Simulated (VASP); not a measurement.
Se: single point with LDA

Se:

```xyz
1
Lattice="-1.4853 1.4853 1.4853 1.4853 -1.4853 1.4853 1.4853 1.4853 -1.4853" Properties=species:S:1:pos:R:3 pbc="T T T"
Se    0.0000    0.0000    0.0000
```

```yaml
Program: VASP 6.6.1
Task: single point
Functional: LDA
Potentials_or_basis: VASP PAW LDA potentials, release 64 (Se)
Cutoff: 500 eV
k_mesh: 20 × 20 × 20
Occupations: gaussian, width 0.1 eV
Spin: no spin polarisation
```

The pressure is 76.3 GPa. The band gap on the k mesh is zero (band 3 reaches 18.21 eV, above the bottom of band 4 at 5.55 eV).

Levels at points of the mesh, in eV from the Fermi level:
```
           k point  band 1  band 2  band 3  band 4  band 5  band 6  band 7
(0.00, 0.00, 0.00)  -21.31    5.83    5.83    5.83   13.55   13.55   13.55
(0.50, 0.00, 0.00)  -14.56  -11.08    0.28    3.44    7.58    7.68   20.41
(0.50, 0.50, 0.50)   -8.90   -5.38   -5.38   -5.38    1.55    1.55   27.85
```

Wall time 38 s on 1 thread of Intel Xeon 8259CL, with other jobs on the host, peak memory 0.14 GiB.
